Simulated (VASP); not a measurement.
The system is Mg4CdS3.

```xyz
8
Lattice="3.8000 0.0000 0.0000 -1.9000 3.2909 0.0000 0.0000 0.0000 12.4000" Properties=species:S:1:pos:R:3 pbc="T T T"
Mg    0.0000    2.1939    7.5640
Mg    1.9000    1.0970    4.8360
Mg    1.9000    1.0970    2.1080
Mg    0.0000    2.1939   10.2920
Cd    0.0000    0.0000    0.0000
S     1.9000    1.0970    8.9280
S     0.0000    2.1939    3.4720
S     0.0000    0.0000    6.2000
```

* Program: VASP 6.6.1
* Task: relaxation of cell and atoms
* Functional: PBE
* Potentials or basis: VASP PAW PBE potentials, release 64 (Mg, Cd, S)
* Cutoff: 600 eV
* k mesh: 5 × 5 × 2
* Occupations: gaussian, width 0.2 eV
* Spin: no spin polarisation

At the start: pressure 2.7 GPa; volume 19.38 Å³/atom.

Question: Where does the relaxation end?

Answer: Over 8 steps the energy falls by 116.7 meV/atom and the volume is 19.77 Å³/atom (+2.0 %); space group P-3m1 (No. 164, to 0.1 Å) before and after.

Step by step:
```tsv
step	energy change (eV)	largest force (eV/Å)	pressure (GPa)	volume (Å³)
1	0.0000	1.2096	2.66	155.07
2	-0.7721	0.2216	-1.00	161.95
3	-0.8195	0.5440	-2.06	164.43
4	-0.8204	0.5082	-1.95	164.13
5	-0.9121	0.3539	-0.22	158.68
6	-0.9183	0.2981	0.39	156.96
7	-0.9314	0.1090	0.14	157.75
8	-0.9332	0.0414	0.00	158.18
```

Final structure:
```
Mg Cd S
1.0
     3.62819    0.00000    0.00000
    -1.81409    3.14210    0.00000
     0.00000    0.00000   13.87529
Mg Cd S
4 1 3
Direct
  0.33333 0.66667 0.60945
  0.66667 0.33333 0.39055
  0.66667 0.33333 0.16604
  0.33333 0.66667 0.83396
  0.00000 0.00000 0.00000
  0.66667 0.33333 0.72125
  0.33333 0.66667 0.27875
  0.00000 0.00000 0.50000
```

Caveat: the relaxation stopped at a loose force limit of 0.08 eV/Å, so its end isn't a converged minimum.
